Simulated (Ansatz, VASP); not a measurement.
**Ir: VASP beside Ansatz**

File INCAR:

```
ALGO     = Fast           # electronic algorithm
EDIFF    = 1E-7           # SCF threshold, eV
ENCUT    = 520            # plane-wave cutoff, eV
GGA      = PS             # functional
ISIF     = 2              # what is computed and relaxed
ISMEAR   = 0              # smearing method
LASPH    = T              # aspherical terms in the spheres
LCHARG   = T              # write CHGCAR
LELF     = T              # ELF
LREAL    = F              # projectors in reciprocal space
LVHAR    = T            
LWAVE    = F              # write WAVECAR
NBANDS   = 10             # bands
NELM     = 60             # most SCF steps
PREC     = Accurate       # precision mode
SIGMA    = 0.1            # smearing width, eV
```

KPOINTS

```
k-points
0
Gamma
  9 9 8
```

POSCAR

```
Ir
1.0
    2.6194997309      0.0000000000      0.0000000000
   -1.3097498655      2.2685533122      0.0000000000
    0.0000000000      0.0000000000      2.4475950611
Ir
1
Direct
    0.0000000000      0.0000000000      0.0000000000
```

Input for Ansatz:

```yaml
crystal:
  lattice:
    - [2.6194997309, 0.0, 0.0]
    - [-1.3097498655, 2.2685533122, 0.0]
    - [0.0, 0.0, 2.4475950611]
  atoms:
    - { symbol: Ir, position: [0.0, 0.0, 0.0] }
basis:
  ecutwfc: 420
kpoints:
  mp_grid: { grid: [9, 9, 8] }
hamiltonian:
  xc: pbesol
scf:
  occupations: { method: gaussian, width: 0.1 }
  lower_state_search: "off"
output:
  forces: true
  stress: true
  eigenvalues: true
```

Alike in both runs: task single point; functional PBEsol; k mesh 9 × 9 × 8; occupations gaussian, width 0.1 eV; no spin polarisation.

|  | VASP | Ansatz |
| --- | --- | --- |
| version | VASP 6.6.1 | Ansatz 0.2.0 |
| potentials or method | VASP PAW PBE potentials, release 64 (Ir), cutoff 520 eV | scalar-relativistic, plane waves, PAW |
| valence electrons in the cell | 9 | 17 |

|  | VASP | Ansatz | Ansatz less VASP |
| --- | --- | --- | --- |
| gap on the k mesh at the Fermi level (eV) | none | none | - |
| pressure (GPa) | 19.5 | 18.5 | -0.95 |
| traceless stress, the component that is largest in VASP (GPa) | 18.03 | 17.96 | -0.078 |

VASP's potentials were made for PBE, not for PBEsol. A gap of «none» marks a metal or a gap that the smearing closes. With one functional, cell and mesh, what is left measures potentials, basis and numerics. VASP's potentials hold 9 valence electrons a cell and Ansatz's 17, so a difference there can come from the potentials and not from the codes.

Spin-orbit coupling is off throughout.
